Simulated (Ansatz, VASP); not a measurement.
## BN in VASP and in Ansatz

```xyz
4
Lattice="2.4982 0.0000 0.0000 -1.2491 2.1635 0.0000 0.0000 0.0000 6.6357" Properties=species:S:1:pos:R:3 pbc="T T T"
N     1.2491    0.7212    1.6589
N     0.0000    1.4424    4.9768
B     1.2491    0.7212    4.9768
B     0.0000    1.4424    1.6589
```

Alike in both runs: functional revPBE; k mesh 12 × 12 × 4; occupations fermi-dirac, width 0.05 eV; no spin polarisation.

|  | VASP | Ansatz |
| --- | --- | --- |
| version | VASP 6.6.1 | Ansatz 0.2.0 |
| potentials or method | VASP PAW PBE potentials, release 64 (N, B) | Ansatz PAW |
| plane-wave cutoff (eV) | 520 | 420 |
| valence electrons in the cell | 16 | 16 |
| task | single point | band structure |

```tsv
	VASP	Ansatz	Ansatz less VASP
gap on the k mesh at the Fermi level (eV)	4.37	4.38	+0.011
least direct gap on the mesh (eV)	4.72	4.73	+0.007
pressure (GPa)	8.2	8.1	-0.07
traceless stress, the component that is largest in VASP (GPa)	-3.71	-3.51	+0.204
```

VASP's potentials were made for PBE, not for revPBE.
